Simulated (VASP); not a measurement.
Crystal: Bi2Se3 (Paraguanajuatite).

```xyz
5
Lattice="2.0715 1.1960 9.5453 -2.0715 1.1960 9.5453 0.0000 -2.3920 9.5453" Properties=species:S:1:pos:R:3 pbc="T T T"
Bi    0.0000    0.0000   17.1587
Bi    0.0000    0.0000   11.4773
Se    0.0000    0.0000   22.5738
Se    0.0000    0.0000    6.0622
Se    0.0000    0.0000    0.0000
```

Base run:

```yaml
Program: VASP 6.6.1
Functional: PBE exchange alone
Potentials_or_basis: VASP PAW PBE potentials, release 64 (Bi_d, Se)
Cutoff: 520 eV
k_mesh: 8 × 8 × 8
Occupations: fermi-dirac, width 0.05 eV
Spin: no spin polarisation
```

Its results: band gap on the k mesh 0.29 eV, direct; pressure 12.0 GPa; largest force 0.639 eV/Å.

Task: After a change of settings the same cell gave: band gap on the k mesh 0.21 eV, direct; pressure 0.2 GPa; largest force 0.176 eV/Å. Which change was it?
A. functional from PBE exchange alone to PBE; dispersion from none to D3(BJ)
B. functional from PBE exchange alone to PBE
C. functional from PBE exchange alone to BLYP; further incar settings from ALGO = Normal; EDIFF = 1e-06; NBANDS = 32 to ALGO = Normal; EDIFF = 1e-07; NBANDS = 32
D. functional from PBE exchange alone to PBE; further incar settings from ALGO = Normal; EDIFF = 1e-06; NBANDS = 32 to ALGO = Normal; EDIFF = 1e-07; NBANDS = 32

Result: A.

Caveats: spin-orbit coupling is left out, which moves the levels of the heavy elements; three body term missing (some runs).
